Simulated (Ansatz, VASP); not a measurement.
## AlP in VASP and in Ansatz

The input INCAR:

```
  PREC = Accurate
  ENCUT = 500
  EDIFF = 1E-6
  ISMEAR = 0
  SIGMA = 0.02
  LREAL = F
  LASPH = T
  NELM = 120
  ALGO = Normal
  ISIF = 2
  LWAVE = F
  LCHARG = F
  GGA = PE
  NBANDS = 11
  GGA_COMPAT = F
```

File KPOINTS:

```
regular mesh
0
Gamma
  8 8 8
```

POSCAR

```
AlP
1.0
    0.0000000000      2.7536744973      2.7536744973
    2.7536744973      0.0000000000      2.7536744973
    2.7536744973      2.7536744973      0.0000000000
Al P
1 1
Direct
    0.0000000000      0.0000000000      0.0000000000
    0.2500000000      0.2500000000      0.2500000000
```

Input for Ansatz:

```yaml
crystal:
  lattice:
    - [0.0, 2.7536744973, 2.7536744973]
    - [2.7536744973, 0.0, 2.7536744973]
    - [2.7536744973, 2.7536744973, 0.0]
  atoms:
    - { symbol: Al, position: [0.0, 0.0, 0.0] }
    - { symbol: P, position: [0.25, 0.25, 0.25] }
basis:
  ecutwfc: 420
kpoints:
  mp_grid: { grid: [8, 8, 8] }
  band_path:
    path:
      - [[0.0, 0.0, 0.0], [-0.5, -0.5, 0.0], [-0.375, -0.375, 0.25]]
      - [[-0.375, 0.0, 0.375], [0.0, 0.0, 0.0], [0.0, 0.0, 0.5], [-0.5, -0.25, 0.25], [-0.5, -0.5, 0.0]]
    npoints: 10
hamiltonian:
  xc: pbe
  pseudopotentials: { kind: paw, azcp: { folder: soft_1 } }
scf:
  occupations: { method: gaussian, width: 0.02 }
  n_extra_bands: 7
output:
  forces: true
  stress: true
  eigenvalues: true
```

Alike in both runs: task single point; functional PBE; k mesh 8 × 8 × 8; occupations gaussian, width 0.02 eV; no spin polarisation.

|  | VASP | Ansatz |
| --- | --- | --- |
| version | VASP 6.6.1 | Ansatz 0.2.0 |
| potentials or method | VASP PAW PBE potentials, release 64 (Al, P), cutoff 500 eV | scalar-relativistic, plane waves, PAW |
| valence electrons in the cell | 8 | 8 |

VASP gave:

```
gap on the k mesh at the Fermi level (eV) : 1.63
least direct gap on the mesh (eV)         : 3.09
pressure (GPa)                            : -0.1
```

Question: Estimate Ansatz's values.

Answer: gap on the k mesh at the Fermi level (eV): 1.63; least direct gap on the mesh (eV): 3.09; pressure (GPa): 0.0.
